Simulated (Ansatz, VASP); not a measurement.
**One calculation of SnO, two programs**

The input INCAR:

```
PREC = Accurate
ENCUT = 520
EDIFF = 1E-6
ISMEAR = 0
SIGMA = 0.15
LREAL = F
LASPH = T
NELM = 60
ALGO = Normal
ISIF = 2
LWAVE = F
LCHARG = F
GGA = PS
NBANDS = 28
```

Contents of KPOINTS:

```
Automatic mesh
0
Gamma
  12 12 10
```

Contents of POSCAR:

```
SnO
1.0
    4.1142096602      0.0000000000      0.0000000000
    0.0000000000      4.1142096602      0.0000000000
    0.0000000000      0.0000000000      4.5494930422
Sn O
2 2
Direct
    0.0000000000      0.5000000000      0.2425296443
    0.5000000000      0.0000000000      0.7574703557
    0.0000000000      0.0000000000      0.0000000000
    0.5000000000      0.5000000000      0.0000000000
```

Input for Ansatz:

```yaml
crystal:
  lattice:
    - [4.1142096602, 0.0, 0.0]
    - [0.0, 4.1142096602, 0.0]
    - [0.0, 0.0, 4.5494930422]
  atoms:
    - { symbol: Sn, position: [0.0, 0.5, 0.2425296443] }
    - { symbol: Sn, position: [0.5, 0.0, 0.7574703557] }
    - { symbol: O, position: [0.0, 0.0, 0.0] }
    - { symbol: O, position: [0.5, 0.5, 0.0] }
basis:
  ecutwfc: 520.0
kpoints:
  mp_grid: { grid: [12, 12, 10] }
hamiltonian:
  xc: pbesol
scf:
  occupations: { method: gaussian, width: 0.15 }
output:
  forces: true
  stress: true
  eigenvalues: true
```

Alike in both runs: task single point; functional PBEsol; k mesh 12 × 12 × 10; occupations gaussian, width 0.15 eV; no spin polarisation.

```csv
,VASP,Ansatz
version,VASP 6.6.1,Ansatz 0.2.0
potentials or method,"VASP PAW PBE potentials, release 64 (Sn_d, O), cutoff 520 eV","scalar-relativistic, plane waves, PAW"
valence electrons in the cell,40,40
```

Ansatz gave:

| Item | Value |
| --- | --- |
| gap on the k mesh at the Fermi level (eV) | 0.73 |
| least direct gap on the mesh (eV) | 1.69 |
| pressure (GPa) | -9.7 |
| traceless stress, the component that is largest in VASP (GPa) | 5.85 |
| rms of the force components (eV/Å) | 0.334 |

Question: Estimate VASP's values.

Answer: gap on the k mesh at the Fermi level (eV): 0.73; least direct gap on the mesh (eV): 1.67; pressure (GPa): -9.5; traceless stress, the component that is largest in VASP (GPa): 5.81; rms of the force components (eV/Å): 0.309.

VASP's potentials were made for PBE, not for PBEsol. Atom by atom the forces differ by 0.024 eV/Å (rms over components).
